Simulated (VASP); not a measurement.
RbBr: single point with PBE

RbBr:

```
Rb Br
1.0
    -0.06887    3.46083    3.46083
     3.46083   -0.06887    3.46083
     3.39196    3.39196    0.00000
Rb Br
1 1
Cartesian
  0.0000 0.0000 0.0000
  3.3920 3.3920 3.4608
```

This cell differs from its parent crystal: shear xy strain -4.0%.

* Program: VASP 6.6.1
* Task: single point
* Functional: PBE
* Potentials or basis: VASP PAW PBE potentials, release 64 (Rb_sv, Br)
* Cutoff: 520 eV
* k mesh: 6 × 6 × 6
* Occupations: fermi-dirac, width 0.02 eV
* Spin: no spin polarisation
* Dipole correction: no
* Further INCAR settings: ALGO = Normal; EDIFF = 1e-07; NBANDS = 15

| Item | Value |
| --- | --- |
| Pressure | 0.6 GPa |
| Band gap on the k mesh | 4.25 eV, direct |

Stress tensor (GPa, compression positive):
```
0.57 0.16 0.00
0.16 0.57 0.00
0.00 0.00 0.56
```

Levels at points of the mesh, in eV from the valence-band top:
| k point | band 4 | band 5 | band 6 | band 7 | band 8 | band 9 | band 10 | band 11 | band 12 | band 13 |
| --- | --- | --- | --- | --- | --- | --- | --- | --- | --- | --- |
| (0.00, 0.00, 0.00) | -8.59 | -8.59 | -0.06 | -0.03 | 0.00 | 4.25 | 7.09 | 7.24 | 7.39 | 8.11 |
| (0.50, 0.00, 0.00) | -8.59 | -8.54 | -0.98 | -0.36 | -0.31 | 6.70 | 7.51 | 9.22 | 9.43 | 9.98 |
| (0.50, 0.50, 0.00) | -8.66 | -8.65 | -0.50 | -0.23 | -0.15 | 5.60 | 6.99 | 9.02 | 9.12 | 9.28 |
| (0.00, 0.00, 0.50) | -8.59 | -8.56 | -0.97 | -0.41 | -0.37 | 6.71 | 7.63 | 9.30 | 9.52 | 9.89 |
| (0.50, 0.00, 0.50) | -8.65 | -8.65 | -0.50 | -0.19 | -0.19 | 5.60 | 6.98 | 9.02 | 9.10 | 9.26 |

Wall time 45 s on 1 thread of Intel(R) Xeon(R) Platinum 8375C CPU @ 2.90GHz (Ice Lake), with other jobs on the host, peak memory 0.23 GiB.

Caveat: the cell differs from its parent crystal (shear xy strain -4.0%).
